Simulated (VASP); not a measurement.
Input of a VASP 6.6.1 run:

Contents of INCAR:

```
SYSTEM = SiC
PREC = Accurate
ENCUT = 520
EDIFF = 1E-6
ISMEAR = -1
SIGMA = 0.05
LREAL = Auto
LASPH = .TRUE.
NELM = 100
ALGO = Normal
ISIF = 2
LWAVE = .FALSE.
LCHARG = .FALSE.
GGA = PS
NBANDS = 241
ISYM = 0
```

KPOINTS

```
Automatic mesh
0
Gamma
  1 1 1
  0.25 0.25 0.25
```

POSCAR

```
SiC
1.0
    9.2342040000      0.0000000000      0.0000000000
    0.0000000000     10.6627400000      0.0000000000
    0.0000000000      0.0000000000     10.0759470000
Si C
47 47
Direct
    0.0001020000      0.9992790000      0.4992950000
    0.3336520000      0.9992770000      0.4987020000
    0.1677500000      0.2520130000      0.4985280000
    0.0039570000      0.5021110000      0.4991070000
    0.6671010000      0.9996730000      0.4993310000
    0.4988120000      0.2521010000      0.4987810000
    0.1694570000      0.7467190000      0.4980540000
    0.8334940000      0.2503560000      0.4989970000
    0.6646790000      0.5012050000      0.4990270000
    0.4988330000      0.7467430000      0.4981950000
    0.8339860000      0.7501500000      0.4985110000
    0.0004610000      0.1667210000      0.2505520000
    0.3334970000      0.1668480000      0.2496810000
    0.1666920000      0.4171140000      0.2514780000
    0.0005780000      0.6667260000      0.2493930000
    0.6663500000      0.1671350000      0.2504020000
    0.5010180000      0.4171570000      0.2512450000
    0.3339180000      0.6655320000      0.2523950000
    0.1671970000      0.9156890000      0.2503730000
    0.8340200000      0.4172720000      0.2502230000
    0.6670710000      0.6666930000      0.2493820000
    0.5002330000      0.9158700000      0.2503230000
    0.8336120000      0.9168210000      0.2498810000
    0.1677390000      0.0837550000      0.7499940000
    0.9995580000      0.3334280000      0.7500020000
    0.4989190000      0.0840920000      0.7500740000
    0.3333800000      0.3340110000      0.7533230000
    0.1665900000      0.5833140000      0.7531110000
    0.0007170000      0.8322750000      0.7499970000
    0.8337410000      0.0827410000      0.7500650000
    0.6674600000      0.3328620000      0.7500400000
    0.5005650000      0.5828320000      0.7530260000
    0.3336210000      0.8335260000      0.7498560000
    0.8333110000      0.5846480000      0.7503440000
    0.6663930000      0.8327670000      0.7500300000
    0.0004010000      0.9998760000      0.0001300000
    0.3335500000      0.0002130000      0.0003950000
    0.1659550000      0.2498440000      0.0004260000
    0.9995840000      0.4996540000      0.9999590000
    0.6668070000      0.0000480000      0.0001330000
    0.5009690000      0.2498680000      0.0003100000
    0.3335600000      0.4997530000      0.0027060000
    0.1673390000      0.7505270000      0.0003910000
    0.8335700000      0.2497010000      0.0005790000
    0.6677700000      0.4995500000      0.0001080000
    0.5000230000      0.7505530000      0.0003250000
    0.8335750000      0.7501590000      0.0001940000
    0.0006190000      0.9998670000      0.1873140000
    0.3337020000      0.9997040000      0.1874760000
    0.1670610000      0.2499080000      0.1866430000
    0.0003040000      0.5005860000      0.1858400000
    0.6667870000      0.0000970000      0.1873390000
    0.4999480000      0.2499850000      0.1864260000
    0.3338730000      0.4994120000      0.1879780000
    0.1672060000      0.7494020000      0.1864160000
    0.8335940000      0.2501380000      0.1877380000
    0.6676680000      0.5005870000      0.1859390000
    0.5005680000      0.7494190000      0.1864530000
    0.8337690000      0.7503270000      0.1870220000
    0.0011590000      0.9994350000      0.6871590000
    0.3334940000      0.0001080000      0.6868070000
    0.1678330000      0.2530960000      0.6870040000
    0.0025220000      0.5003320000      0.6873860000
    0.6658600000      0.0004350000      0.6871280000
    0.4988500000      0.2532300000      0.6870510000
    0.1693940000      0.7472760000      0.6867570000
    0.8336760000      0.2496370000      0.6870470000
    0.6650980000      0.4988520000      0.6870690000
    0.4980840000      0.7475050000      0.6868280000
    0.8335120000      0.7502380000      0.6865850000
    0.9993270000      0.1649580000      0.4387910000
    0.3333450000      0.1663720000      0.4377430000
    0.1530960000      0.4114190000      0.4329880000
    0.0001060000      0.6675540000      0.4372510000
    0.6665990000      0.1665060000      0.4384100000
    0.5159770000      0.4109470000      0.4326150000
    0.3344430000      0.6751840000      0.4335790000
    0.1664880000      0.9159400000      0.4384090000
    0.8349910000      0.4176730000      0.4383180000
    0.6680220000      0.6671830000      0.4374180000
    0.5012670000      0.9165960000      0.4383540000
    0.8336260000      0.9162820000      0.4378460000
    0.1670130000      0.0835340000      0.9375200000
    0.9998940000      0.3332940000      0.9376220000
    0.5000620000      0.0835750000      0.9375480000
    0.3334390000      0.3339570000      0.9385340000
    0.1678030000      0.5828560000      0.9383910000
    0.0004920000      0.8330120000      0.9374810000
    0.8336650000      0.0831250000      0.9379520000
    0.6671350000      0.3332070000      0.9376400000
    0.4996190000      0.5828150000      0.9383560000
    0.3336810000      0.8335620000      0.9375280000
    0.8335430000      0.5836480000      0.9370450000
    0.6667530000      0.8332110000      0.9374290000
```

Potentials or basis: VASP PAW PBE potentials, release 64 (Si, C).

Command:

```sh
$ cat potpaw_PBE.64/Si/POTCAR potpaw_PBE.64/C/POTCAR > POTCAR
$ mpirun -np 1 vasp_std > vasp.out
```

(1) Estimate the band gap on the k mesh.

(2) Predict the pressure.

Results:

(1) 0.23 eV.

(2) 0.1 GPa.

Caveat: the k points lie up to 0.68 Å⁻¹ apart; the PAW data sets were made with another functional, which shifts forces and pressure a little.
